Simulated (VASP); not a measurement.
Si, 4 atoms in the cell. The structure is orthorhombic, space group Imma (No. 74). Conventional cell: a = 3.833 Å, b = 3.996 Å, c = 5.349 Å, α = 90.00°, β = 90.00°, γ = 90.00°. Si (site symmetry mm2) has 4 Si at 2.35 to 2.39 Å within 3.1 Å.  This cell differs from its parent crystal: uniaxial strain along a: +4.0 %, then relaxed in part.

| Property | Result |
| --- | --- |
| Program | VASP 6.6.1 |
| Task | single point |
| Functional | PBEsol |
| Potentials or basis | VASP PAW PBE potentials, release 64 (Si) |
| Cutoff | 520 eV |
| k mesh | 10 × 10 × 8 |
| Occupations | gaussian, width 0.02 eV |
| Spin | no spin polarisation |
| Dipole correction | no |
| Further INCAR settings | ALGO = Normal; EDIFF = 1e-06; NBANDS = 16 |

Potentials or basis: VASP PAW PBE potentials, release 64 (Si).

The run is started by

```bash
$ cat potpaw_PBE.64/Si/POTCAR > POTCAR
$ mpirun -np 1 vasp_std > vasp.out
```

Hardware: 1 thread of AMD EPYC 7R43 64-Core Processor (Zen 3) (shared host).

Task: Estimate the wall time of this run.

Result: Run time: 3.4 min on 1 thread of AMD EPYC 7R43 64-Core Processor (Zen 3), on a shared host, peak memory 0.25 GiB. Counts: scf iterations 11, k points 180.
